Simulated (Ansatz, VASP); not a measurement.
## Ag in VASP and in Ansatz

File INCAR:

```
PREC     = Accurate       # precision mode
ENCUT    = 520            # plane-wave cutoff, eV
EDIFF    = 1E-6           # SCF threshold, eV
ISMEAR   = -1             # smearing method
SIGMA    = 0.1            # smearing width, eV
LREAL    = False          # projectors in reciprocal space
LASPH    = True           # aspherical terms in the spheres
NELM     = 80             # most SCF steps
ALGO     = Normal         # electronic algorithm
ISIF     = 2              # what is computed and relaxed
LWAVE    = False          # write WAVECAR
LCHARG   = True           # write CHGCAR
GGA      = B5             # functional
ALDAX    = 1.0          
AGGAX    = 1.0          
AGGAC    = 1.0          
ALDAC    = 0.0          
LELF     = True           # ELF
LVHAR    = True         
NBANDS   = 18             # bands
```

KPOINTS

```
Automatic mesh
0
Gamma
  13 13 7
```

POSCAR

```
Ag
1.0
    3.1043510500      0.0000000000      0.0000000000
   -1.5521755250      2.6884468715      0.0000000000
    0.0000000000      0.0000000000      5.0102287009
Ag
2
Direct
    0.3333333333      0.6666666667      0.2500000000
    0.6666666667      0.3333333333      0.7500000000
```

Input for Ansatz:

```yaml
crystal:
  lattice:
    - [3.10435105, 0.0, 0.0]
    - [-1.552175525, 2.6884468715, 0.0]
    - [0.0, 0.0, 5.0102287009]
  atoms:
    - { symbol: Ag, position: [0.3333333333, 0.6666666667, 0.25] }
    - { symbol: Ag, position: [0.6666666667, 0.3333333333, 0.75] }
hamiltonian:
  xc: blyp
  pseudopotentials:
    kind: paw
    azcp:
      Ag: "pseudopotentials/Ag.paw.azcp"
basis:
  ecutwfc: 420
  fft_grid_basis: typed
kpoints:
  mp_grid: { grid: [13, 13, 7], shift: [0, 0, 0] }
magnetization:
  spin_polarized: false
scf:
  occupations: { method: fermi_dirac, width: 0.1 }
  lower_state_search: "off"
output:
  stress: true
```

Alike in both runs: task single point; functional BLYP; k mesh 13 × 13 × 7; occupations fermi-dirac, width 0.1 eV; no spin polarisation.

```csv
,VASP,Ansatz
version,VASP 6.6.1,Ansatz 0.2.0
potentials or method,"VASP PAW PBE potentials, release 64 (Ag), cutoff 520 eV","plane waves (420 eV) with PAW, scalar-relativistic"
valence electrons in the cell,22,38
```

```tsv
	VASP	Ansatz	Ansatz less VASP
pressure (GPa)	-4.2	-4.3	-0.07
traceless stress, the component that is largest in VASP (GPa)	0.75	0.75	-0.003
```

VASP's potentials were made for PBE, not for BLYP. The functional is the same, so the differences come from potentials, cutoffs and numerics. VASP's potentials hold 22 valence electrons a cell and Ansatz's 38, so a difference there can come from the potentials and not from the codes.
